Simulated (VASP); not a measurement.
Wanted: the native input for a VASP 6.6.1 run.

```yaml
Task: single point
Functional: LDA
Potentials_or_basis: VASP PAW LDA potentials, release 64 (Ir, Bi_d)
Cutoff: 500 eV
k_mesh: 10 × 10 × 10
Occupations: gaussian, width 0.05 eV
Spin: no spin polarisation
Dipole_correction: no
Further_INCAR_settings: ALGO = Normal; EDIFF = 1e-06; NBANDS = 19
```

The structure of BiIr lies in POSCAR:

```
BiIr
1.0
    0.0000000000      3.0674769725      3.0674769725
    3.0674769725      0.0000000000      3.0674769725
    3.0674769725      3.0674769725      0.0000000000
Ir Bi
1 1
Direct
    0.0000000000      0.0000000000      0.0000000000
    0.2500000000      0.2500000000      0.2500000000
```

These files were run (other wordings do the same):

INCAR

```
SYSTEM = BiIr
PREC = Accurate
ENCUT = 500
EDIFF = 1E-6
ISMEAR = 0
SIGMA = 0.05
LREAL = .FALSE.
LASPH = .TRUE.
NELM = 120
ALGO = Normal
ISIF = 2
LWAVE = .FALSE.
LCHARG = .FALSE.
NBANDS = 19
GGA_COMPAT = .FALSE.
```

KPOINTS

```
regular mesh
0
G
  10 10 10
  0 0 0
```

Potentials or basis: VASP PAW LDA potentials, release 64 (Ir, Bi_d).

Launch:

```sh
$ cat potpaw_LDA.64/Ir/POTCAR potpaw_LDA.64/Bi_d/POTCAR > POTCAR
$ mpirun -np 1 vasp_std > vasp.out
```

It gave:

```yaml
Pressure: -5.4 GPa
Band_gap_on_the_k_mesh: zero (band 12 reaches 7.20 eV, above the bottom of band 13 at 4.41 eV)
```

Caveat: spin-orbit coupling is left out, which moves the levels of the heavy elements.

It took 19 s on 1 thread of AMD EPYC 9R45 96-Core Processor (Zen 5) (shared host), peak memory 0.16 GiB.
